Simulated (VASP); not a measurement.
# Ir (Fm-3m) in VASP: notebook

Runs on Ir. Level: PBEsol. Tasks: single point, relaxation of cell and atoms.

Program: VASP 6.6.1. These are calculated values, not measurements. Logs are shortened: lines on timing, memory, paths and dates and some standing lists are left out, and cuts for length are marked.

### Step 1. The cell of the first run

The structure is cubic, space group Fm-3m (No. 225). Conventional cell: a = 3.833 Å, b = 3.833 Å, c = 3.833 Å, α = 90.00°, β = 90.00°, γ = 90.00°. Within 3.6 Å of Ir (site symmetry m-3m) lie 12 Ir at 2.71 Å.

### Step 2. Single point, PBEsol

INCAR

```
SYSTEM = Ir
PREC = Accurate
ENCUT = 500
EDIFF = 1E-6
ISMEAR = -1
SIGMA = 0.1
LREAL = .FALSE.
LASPH = .TRUE.
NELM = 120
ALGO = Normal
ISIF = 2
LWAVE = .FALSE.
LCHARG = .FALSE.
GGA = PS
NBANDS = 10
GGA_COMPAT = .FALSE.
```

KPOINTS

```
regular mesh
0
G
  11 11 11
  0 0 0
```

POSCAR

```
Ir
1.0
    0.0000000000      1.9164111019      1.9164111019
    1.9164111019      0.0000000000      1.9164111019
    1.9164111019      1.9164111019      0.0000000000
Ir
1
Direct
    0.0000000000      0.0000000000      0.0000000000
```

Potentials or basis: VASP PAW PBE potentials, release 64 (Ir).

On the command line:

```bash
$ cat potpaw_PBE.64/Ir/POTCAR > POTCAR
$ mpirun -np 1 vasp_std > vasp.out
```

OUTCAR:

```text
SYSTEM = Ir
   PREC = Accurate
   ENCUT = 500
   EDIFF = 1E-6
   ISMEAR = -1
   LREAL = .FALSE.
   LASPH = .TRUE.
   NELM = 120
   ISIF = 2
   GGA = PS

 ion  position               nearest neighbor table
   1  0.000  0.000  0.000-

  LATTYP: Found a face centered cubic cell.
 ALAT       =     3.8328222038

  Lattice vectors:

 A1 = (   0.0000000000,   1.9164111019,   1.9164111019)
 A2 = (   1.9164111019,   0.0000000000,   1.9164111019)
 A3 = (   1.9164111019,   1.9164111019,   0.0000000000)

Analysis of symmetry for initial positions (statically):
=====================================================================
 Subroutine PRICEL returns:
 Original cell was already a primitive cell.

 Routine SETGRP: Setting up the symmetry group for a
 face centered cubic supercell.

 Subroutine GETGRP returns: Found 48 space group operations
 (whereof 48 operations were pure point group operations)
 out of a pool of 48 trial point group operations.

The static configuration has the point symmetry O_h .

Analysis of symmetry for dynamics (positions and initial velocities):
=====================================================================
 Subroutine PRICEL returns:
 Original cell was already a primitive cell.

 Routine SETGRP: Setting up the symmetry group for a
 face centered cubic supercell.

 Subroutine GETGRP returns: Found 48 space group operations
 (whereof 48 operations were pure point group operations)
 out of a pool of 48 trial point group operations.

The dynamic configuration has the point symmetry O_h .

 Subroutine INISYM returns: Found 48 space group operations
 (whereof 48 operations are pure point group operations),
 and found     1 'primitive' translations

----------------------------------------------------------------------------------------

                                     Primitive cell

  volume of cell :      14.0765

  direct lattice vectors                    reciprocal lattice vectors
     0.000000000  1.916411102  1.916411102    -0.260904354  0.260904354  0.260904354
     1.916411102  0.000000000  1.916411102     0.260904354 -0.260904354  0.260904354
     1.916411102  1.916411102  0.000000000     0.260904354  0.260904354 -0.260904354

  length of vectors
     2.710214571  2.710214571  2.710214571     0.451899597  0.451899597  0.451899597

  position of ions in fractional coordinates (direct lattice)
     0.000000000  0.000000000  0.000000000

  ion indices of the primitive-cell ions
   primitive index   ion index
                 1           1

----------------------------------------------------------------------------------------

 KPOINTS: regular mesh

Automatic generation of k-mesh.
 Grid dimensions read from file:
 generate k-points for:   11   11   11

 Generating k-lattice:

  Cartesian coordinates                     Fractional coordinates (reciprocal lattice)
    -0.023718578  0.023718578  0.023718578     0.090909091  0.000000000  0.000000000
     0.023718578 -0.023718578  0.023718578     0.000000000  0.090909091  0.000000000
     0.023718578  0.023718578 -0.023718578     0.000000000  0.000000000  0.090909091

  Length of vectors
     0.041081782  0.041081782  0.041081782

  Shift w.r.t. Gamma in fractional coordinates (k-lattice)
     0.000000000  0.000000000  0.000000000

 Subroutine IBZKPT returns following result:
 ===========================================

 Found     56 irreducible k-points:

 Following reciprocal coordinates:
            Coordinates               Weight
  0.000000  0.000000  0.000000      1.000000
  0.090909  0.000000  0.000000      8.000000
  0.181818  0.000000  0.000000      8.000000
  0.272727  0.000000  0.000000      8.000000
  0.363636  0.000000  0.000000      8.000000
  0.454545  0.000000  0.000000      8.000000
[... 16 lines left out ...]
 -0.272727  0.181818  0.000000     24.000000
 -0.181818  0.181818  0.000000     12.000000
 [... further k-points ...]
   k-points           NKPTS =     56   k-points in BZ     NKDIM =     56   number of bands    NBANDS=     10
   number of dos      NEDOS =    301   number of ions     NIONS =      1
   total plane-waves  NPLWV =   8000
   dimension x,y,z NGX =    20 NGY =   20 NGZ =   20
   dimension x,y,z NGXF=    40 NGYF=   40 NGZF=   40
   ions per type =               1
   NGX,Y,Z   is equivalent  to a cutoff of  12.27, 12.27, 12.27 a.u.
   NGXF,Y,Z  is equivalent  to a cutoff of  24.54, 24.54, 24.54 a.u.
 SYSTEM =  Ir
   PREC   = accura    normal or accurate (medium, high low for compatibility)
   ISTART =      0    job   : 0-new  1-cont  2-samecut
   ICHARG =      2    charge: 1-file 2-atom 10-const
   ISPIN  =      1    spin polarized calculation?
   LNONCOLLINEAR =      F non collinear calculations
   LSORBIT =      F    spin-orbit coupling
   LASPH  =      T    aspherical Exc in radial PAW
   ENCUT  =  500.0 eV  36.75 Ry    6.06 a.u.   4.94  4.94  4.94*2*pi/ulx,y,z
   NELM   =    120;   NELMIN=  2; NELMDL= -5     # of ELM steps
   EDIFF  = 0.1E-05   stopping-criterion for ELM
   LREAL  =      F    real-space projection
   EDIFFG = 0.1E-04   stopping-criterion for IOM
   NSW    =      0    number of steps for IOM
   IBRION =     -1    ionic relax: 0-MD 1-quasi-New 2-CG
   NFREE  =      0    steps in history (QN), initial steepest desc. (CG)
   ISIF   =      2    stress and relaxation
   ISYM   =      2    0-nonsym 1-usesym 2-fastsym
   POTIM  = 0.5000    time-step for ionic-motion
   TEBEG  =    0.0;   TEEND  =   0.0 temperature during run
   PSTRESS=    0.0 pullay stress
   NELECT =       9.0000    total number of electrons
   NUPDOWN=      -1.0000    fix difference up-down
   EMIN   =  10.00;   EMAX   =-10.00  energy-range for DOS
   EFERMI =   0.00;   METHOD = LEGACY
   ISMEAR =    -1;   SIGMA  =   0.10  broadening in eV -4-tet -1-fermi 0-gaus
   EFERMI_NEDOS =   21; number of points for ismear=-14 and -15
   IALGO  =     38    algorithm
   IMIX   =      4    mixing-type and parameters
     AMIX     =   0.40;   BMIX     =  1.00
     AMIX_MAG =   1.60;   BMIX_MAG =  1.00
  volume/ion in A,a.u.               =      14.08        94.99
  Fermi-wavevector in a.u.,A,eV,Ry     =   1.410339  2.665155 27.062769  1.989057
  Thomas-Fermi vector in A             =   2.532303
   LORBIT       =      0    0 simple, 1 ext, 2 COOP (PROOUT), +10 PAW based schemes
   GGA     = PS    functional components
   LHFCALC =     F    Hartree Fock is set to
   AEXX    =    0.0000 exact exchange contribution
   IVDW    =     0    specifies the selected vdW correction
   LEPSILON=     F    determine dielectric tensor
   LRPA    =     F    only Hartree local field effects (RPA)
 non-spin polarized calculation
  energy-cutoff  :      500.00
  volume of cell :       14.08
 maximum number of plane-waves:       369
   NGX =  9   NGY =  9   NGZ =  9

 number of electron       9.0000000 magnetization

 Free energy of the ion-electron system (eV)
  ---------------------------------------------------
  ext. energy  EPLUGINS =         0.00000000
  ---------------------------------------------------
  free energy    TOTEN  =        -9.81474164 eV

  energy without entropy =       -9.77316270  energy(sigma->0) =       -9.79395217

 E-fermi :  10.2728     XC(G=0): -14.1314

 val. band max:       10.2544951277   @ k =   0.2727   0.2727   0.0000
 cond. band min:      10.2749718421   @ k =   0.3636   0.2727   0.0000
 fundamental gap:      0.0204767144
 Fermi energy:        10.2728248921

 k-point     1 :       0.0000    0.0000    0.0000
  band No.  band energies     occupation
      1      -0.9113      2.00000
      2       6.3997      2.00000
      3       6.3997      2.00000
      4       6.3997      2.00000
      5       9.1373      1.99998
      6       9.1373      1.99998
      7      24.6418      0.00000
      8      30.2463      0.00000
      9      30.2463      0.00000
     10      30.2463      0.00000

 k-point     2 :       0.0909    0.0000    0.0000
  band No.  band energies     occupation
      1      -0.5459      2.00000
      2       6.2111      2.00000
      3       6.5537      2.00000
      4       6.5537      2.00000
      5       9.0427      1.99999
      6       9.0427      1.99999
      7      25.2650      0.00000
      8      28.5868      0.00000
      9      30.8502      0.00000
     10      30.8502      0.00000

 k-point     3 :       0.1818    0.0000    0.0000
  band No.  band energies     occupation
      1       0.4355      2.00000
      2       5.8674      2.00000
      3       6.8342      2.00000
      4       6.8342      2.00000
      5       8.9949      1.99999
      6       8.9949      1.99999
      7      25.9500      0.00000
      8      26.7636      0.00000
      9      32.5100      0.00000
     10      32.5100      0.00000

 k-point     4 :       0.2727    0.0000    0.0000
  band No.  band energies     occupation
      1       1.5611      2.00000
      2       6.0067      2.00000
      3       6.8059      2.00000
      4       6.8059      2.00000
      5       9.5016      1.99911
      6       9.5016      1.99911
      7      23.4593      0.00000
      8      26.9122      0.00000
      9      34.3229      0.00000
     10      34.3237      0.00000
[... 222 lines left out ...]
 k-point    22 :      -0.3636    0.1818    0.0000
  band No.  band energies     occupation
      1       3.3033      2.00000
      2       5.5518      2.00000
      3       6.7602      2.00000
      4       7.2938      2.00000
      5      10.1837      1.41840
      6      13.7274      0.00000
      7      19.0196      0.00000
      8      25.6608      0.00000
      9      27.5835      0.00000
     10      31.0910      0.00000

 k-point    23 :      -0.2727    0.1818    0.0000
  band No.  band energies     occupation
      1       3.2271      2.00000
      2       5.5473      2.00000
      3       6.0589      2.00000
      4       7.4897      2.00000
      5       8.9595      2.00000
      6      12.4253      0.00000
      7      22.1060      0.00000
      8      26.3601      0.00000
      9      28.0953      0.00000
     10      33.1333      0.00000

 k-point    24 :      -0.1818    0.1818    0.0000
  band No.  band energies     occupation
      1       2.3041      2.00000
      2       5.2259      2.00000
      3       6.5764      2.00000
      4       7.8466      2.00000
      5       7.9104      2.00000
      6      11.0088      0.00127
      7      24.4932      0.00000
      8      27.6720      0.00000
      9      29.8960      0.00000
     10      30.7624      0.00000

 [... further k-points ...]
[... 5 lines left out ...]
  --------------------------------------------------------------------------------------
  -------------------------------------------------------------------------------------
  Total        0.0860872      0.0860872      0.0860872      0.0000000      0.0000000      0.0000000
  in kB        9.7983549      9.7983549      9.7983549      0.0000000      0.0000000      0.0000000
  external PRESSURE =       9.7983549 kB  Pullay stress =       0.0000000 kB

 VOLUME and BASIS-vectors are now :
 -----------------------------------------------------------------------------
  energy-cutoff  :      500.00
  volume of cell :       14.08
      direct lattice vectors                 reciprocal lattice vectors
     0.000000000  1.916411102  1.916411102    -0.260904354  0.260904354  0.260904354
     1.916411102  0.000000000  1.916411102     0.260904354 -0.260904354  0.260904354
     1.916411102  1.916411102  0.000000000     0.260904354  0.260904354 -0.260904354

 POSITION                                       TOTAL-FORCE (eV/Angst)
 -----------------------------------------------------------------------------------
      0.00000      0.00000      0.00000         0.000000      0.000000      0.000000
 -----------------------------------------------------------------------------------
    total drift:                               -0.000000     -0.000000     -0.000000

  FREE ENERGIE OF THE ION-ELECTRON SYSTEM (eV)
  ---------------------------------------------------
  free  energy   TOTEN  =        -9.8147416443 eV

  energy  without entropy=       -9.7731626968  energy(sigma->0) =       -9.79395217
```

Wall time 7.8 s (1 thread of AMD EPYC 7R43 (Zen 3), shared host); peak memory 0.09 GiB.

What came out:

- Free energy: -9.8147 eV
- Pressure: 1.0 GPa

Caveat: the PAW data sets were made with another functional, which shifts forces and pressure a little; spin-orbit coupling is left out, which moves the levels of the heavy elements.

### Step 3. Relaxation of cell and atoms, PBEsol

INCAR

```
PREC = Accurate ; ENCUT = 500
EDIFF = 1E-7 ; ISMEAR = -1
SIGMA = 0.1 ; LREAL = False
LASPH = True ; NELM = 120
ALGO = Normal ; ISIF = 3
LWAVE = False ; LCHARG = False
GGA = PS ; IBRION = 2
NSW = 60 ; EDIFFG = -0.03
GGA_COMPAT = False ; NELMIN = 4
```

KPOINTS

```
Automatic mesh
0
Gamma
  11 11 11
```

POSCAR

```
Ir
1.0
    0.0000000000      1.9156000000      1.9156000000
    1.9156000000      0.0000000000      1.9156000000
    1.9156000000      1.9156000000      0.0000000000
Ir
1
Direct
    0.0000000000      0.0000000000      0.0000000000
```

Potentials or basis: VASP PAW PBE potentials, release 64 (Ir).

On the command line:

```bash
$ cat potpaw_PBE.64/Ir/POTCAR > POTCAR
$ mpirun -np 1 vasp_std > vasp.out
```

It took 14 s on 1 thread of AMD EPYC 7R43 (Zen 3), shared host; peak memory 0.1 GiB.

It converged, with:

* Free energy: -9.8148 eV
* Relaxed volume: 14.11 Å³/atom
* Relaxed cell: a = 2.712 Å, b = 2.712 Å, c = 2.712 Å, α = 60.00°, β = 60.00°, γ = 60.00°
* Space group after relaxing (to 0.05 Å): Fm-3m (No. 225)
* Energy gained by relaxing: 0.2 meV/atom
* Ionic steps: 3
* Pressure after relaxing: 0.0 GPa

Step by step:
| step | energy change (eV) | largest force (eV/Å) | pressure (GPa) | volume (Å³) |
| --- | --- | --- | --- | --- |
| 1 | 0.0000 | 0.0000 | 1.48 | 14.06 |
| 2 | 0.0035 | 0.0000 | -5.58 | 14.32 |
| 3 | -0.0002 | 0.0000 | 0.00 | 14.11 |

Final structure:
```yaml
crystal:
  lattice:
    - [0.00000, 1.91802, 1.91802]
    - [1.91802, 0.00000, 1.91802]
    - [1.91802, 1.91802, 0.00000]
  atoms:
    - { symbol: Ir, position: [0.00000, 0.00000, 0.00000] }
```

Levels at points of the mesh, in eV from the Fermi level:
```tsv
k point	band 2	band 3	band 4	band 5	band 6	band 7
(0.00, 0.00, 0.00)	-3.86	-3.86	-3.86	-1.13	-1.13	14.37
```

Caveat: the PAW data sets were made with another functional, which shifts forces and pressure a little; spin-orbit coupling is left out, which moves the levels of the heavy elements. Zero-point motion and thermal expansion aren't in these numbers.
